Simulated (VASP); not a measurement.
Crystal: Tl.

```
Tl
1.0
     4.76411    0.00000    0.00000
    -2.38205    4.12584    0.00000
     0.00000    0.00000    5.66000
Tl
3
Direct
  0.00000 0.59376 0.50000
  0.40624 0.40624 0.50000
  0.59376 0.00000 0.50000
```

* Program: VASP 6.6.1
* Task: relaxation of cell and atoms
* Functional: PBE
* Potentials or basis: VASP PAW PBE potentials, release 64 (Tl_d)
* Cutoff: 600 eV
* k mesh: 6 × 6 × 4
* Occupations: gaussian, width 0.1 eV
* Spin: no spin polarisation

At the start: pressure 31.6 GPa; volume 37.08 Å³/atom.

Problem. How do energy, volume and symmetry change on relaxing?

Solution. Over 31 steps the energy falls by 2351.1 meV/atom and the volume is 32.97 Å³/atom (-11.1 %); space group P6/mmm (No. 191, to 0.05 Å).

The path:
```csv
step,energy change (eV),largest force (eV/Å),pressure (GPa),volume (Å³)
1,0.0000,3.7290,31.60,111.25
2,-4.6996,0.1289,-1.97,260.16
3,-5.8899,0.3122,-0.26,174.48
4,-5.8900,0.2729,-0.52,177.54
5,-5.8909,0.2940,-0.37,175.89
6,-5.9148,0.2894,-0.39,173.00
7,-5.9896,0.2715,-0.42,164.43
8,-6.1449,0.2233,-0.44,147.76
9,-6.4675,0.0080,0.07,116.30
10,2.3932,5.5643,85.04,60.56
11,-6.4754,0.0006,0.16,115.19
12,-6.6429,1.1955,5.58,86.75
13,-6.5635,0.0893,0.31,109.04
14,-6.6859,0.4800,1.79,97.72
15,-6.6964,0.5226,1.88,97.17
16,-6.7272,0.6614,2.14,95.52
17,-6.7618,0.9206,2.96,92.19
18,-6.7950,0.8858,2.73,92.41
19,-6.8673,0.7890,2.21,93.02
20,-6.9185,0.6100,2.11,94.10
21,-6.9419,0.5564,1.65,95.18
22,-6.9869,0.4173,0.38,98.48
23,-6.9861,0.2222,-1.41,105.29
24,-6.9997,0.3030,-0.64,101.93
25,-7.0109,0.2689,-0.60,101.61
26,-7.0356,0.1785,-0.36,100.65
27,-7.0395,0.0042,0.35,98.72
28,-7.0459,0.0748,-0.01,99.57
29,-7.0512,0.0440,-0.07,99.29
30,-7.0532,0.0098,-0.08,98.81
31,-7.0534,0.0027,-0.08,98.92
```

Final structure:
```
Tl
1.0
     5.99272    0.00000    0.00000
    -2.99636    5.18985    0.00000
     0.00000    0.00000    3.18043
Tl
3
Direct
  0.00000 0.66682 0.50000
  0.33318 0.33318 0.50000
  0.66682 0.00000 0.50000
```
